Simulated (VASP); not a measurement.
A run of VASP 6.6.1 is set up as follows.

Contents of INCAR:

```
ALGO = Normal
EDIFF = 1E-6
ENCUT = 520
GGA = PE
ISIF = 2
ISMEAR = 0
LASPH = T
LCHARG = F
LREAL = F
LWAVE = F
NBANDS = 26
NELM = 80
PREC = Accurate
SIGMA = 0.01
```

The input KPOINTS:

```
k-points
0
Gamma
  6 6 2
```

File POSCAR:

```
CdS
1.0
    4.1646212224      0.0000000000      0.0000000000
   -2.0823106112      3.6066677758      0.0000000000
    0.0000000000      0.0000000000      6.7659754801
Cd S
2 2
Direct
    0.3333333333      0.6666666667     -0.0009650864
    0.6666666667      0.3333333333      0.4990349136
    0.3333333333      0.6666666667      0.3759650864
    0.6666666667      0.3333333333      0.8759650864
```

Potentials or basis: VASP PAW PBE potentials, release 64 (Cd, S).

Launch:

```bash
$ cat potpaw_PBE.64/Cd/POTCAR potpaw_PBE.64/S/POTCAR > POTCAR
$ mpirun -np 1 vasp_std > vasp.out
```

Task: Predict the largest force.

Result: 0.003 eV/Å.

Task: Predict the band gap on the k mesh.

Result: 1.17 eV, direct.

Task: Estimate the pressure.

Result: 1.7 GPa.

Forces on the atoms (eV/Å):
```
Cd   0.000  0.000  0.003
Cd   0.000  0.000  0.003
S    0.000  0.000 -0.003
S    0.000  0.000 -0.003
```

Caveat: the k points lie up to 0.46 Å⁻¹ apart. As with any semilocal functional, this PBE gap is likely too small.
